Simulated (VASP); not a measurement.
## AlN (rocksalt type): relaxation of cell and atoms with PBE

Crystal: AlN (rocksalt type).

```
Al N
1.0
     0.00000    2.03528    2.03528
     2.03528    0.00000    2.03528
     2.03528    2.03528    0.00000
Al N
1 1
Cartesian
  0.0000 0.0000 0.0000
  2.0353 2.0353 2.0353
```

```
Program                : VASP 6.6.1
Task                   : relaxation of cell and atoms
Functional             : PBE
Potentials or basis    : VASP PAW PBE potentials, release 64 (Al, N)
Cutoff                 : 600 eV
k mesh                 : 15 × 15 × 15
Occupations            : fermi-dirac, width 0.08 eV
Spin                   : no spin polarisation
Target pressure        : 0.00054 GPa
Dipole correction      : no
Further INCAR settings : ALGO = Normal; EDIFF = 1e-07; IBRION = 2; EDIFFG = -0.005; NSW = 60; ISIF = 3
```

```
Relaxed volume                                         : 8.42 Å³/atom
Relaxed cell                                           : a = 2.877 Å, b = 2.877 Å, c = 2.877 Å, α = 60.00°, β = 60.00°, γ = 60.00°
Space group after relaxing (to 0.05 Å)                 : Fm-3m (No. 225)
Energy change on relaxing (the enthalpy is what falls) : -0.0 meV/atom
Ionic steps                                            : 3
Pressure after relaxing                                : 0.0 GPa
Band gap on the k mesh                                 : 4.50 eV, indirect (least direct gap 5.42 eV)
```

Final structure:
```xyz
2
Lattice="0.0000 2.0341 2.0341 2.0341 0.0000 2.0341 2.0341 2.0341 0.0000" Properties=species:S:1:pos:R:3 pbc="T T T"
Al    0.0000    0.0000    0.0000
N     2.0341    2.0341    2.0341
```

Levels at points of the mesh, in eV from the valence-band top:
| k point | band 1 | band 2 | band 3 | band 4 | band 5 | band 6 | band 7 | band 8 |
| --- | --- | --- | --- | --- | --- | --- | --- | --- |
| (0.00, 0.00, 0.00) | -17.39 | 0.00 | 0.00 | 0.00 | 5.42 | 12.11 | 12.11 | 12.11 |

It took 47 s on 1 thread of AMD EPYC 7R13 (shared host), peak memory 0.12 GiB.

Caveat: the cell is relaxed towards a set pressure, so the enthalpy falls and the energy may rise. A k mesh can miss the band edges.
